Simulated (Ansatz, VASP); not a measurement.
Bi in VASP and in Ansatz

INCAR

```
ALGO = Normal
EDIFF = 1E-6
ENCUT = 520
GGA = PE
ISIF = 2
ISMEAR = -1
LASPH = T
LCHARG = T
LELF = T
LREAL = F
LVHAR = T
LWAVE = F
NBANDS = 22
NELM = 100
PREC = Accurate
SIGMA = 0.03
```

The input KPOINTS:

```
k-points
0
Gamma
  9 9 3
```

Contents of POSCAR:

```
Bi
1.0
    4.6134233682      0.0000000000      0.0000000000
   -2.3067116842      3.9953418354      0.0000000000
    0.0000000000      0.0000000000     12.0229525048
Bi
2
Direct
    0.3333333333      0.6666666667      0.2500000000
    0.6666666667      0.3333333333      0.7500000000
```

Input for Ansatz:

```yaml
crystal:
  lattice:
    - [4.6134233682, 0.0, 0.0]
    - [-2.3067116842, 3.9953418354, 0.0]
    - [0.0, 0.0, 12.0229525048]
  atoms:
    - { symbol: Bi, position: [0.3333333333, 0.6666666667, 0.25] }
    - { symbol: Bi, position: [0.6666666667, 0.3333333333, 0.75] }
kpoints:
  mp_grid: { grid: [9, 9, 3] }
scf:
  occupations: { method: fermi_dirac, width: 0.03 }
hamiltonian:
  xc: pbe
  pseudopotentials: { kind: all_electron, lapw: { basis_error: 0.0005 } }
output:
  forces: true
  stress: true
  eigenvalues: true
```

Change from the starting cell: volume scaled by 1.05.

Alike in both runs: task single point; functional PBE; k mesh 9 × 9 × 3; occupations fermi-dirac, width 0.03 eV; no spin polarisation.

```csv
,VASP,Ansatz
version,VASP 6.6.1,Ansatz 0.2.0
potentials or method,"VASP PAW PBE potentials, release 64 (Bi_d), cutoff 520 eV","all-electron LAPW, scalar-relativistic"
```

|  | VASP | Ansatz | Ansatz less VASP |
| --- | --- | --- | --- |
| pressure (GPa) | -3.0 | -3.0 | +0.02 |
| traceless stress, the component that is largest in VASP (GPa) | 2.74 | 2.74 | +0.003 |

Ansatz ran all-electron here, and VASP with PAW potentials.

Spin-orbit coupling is off throughout.
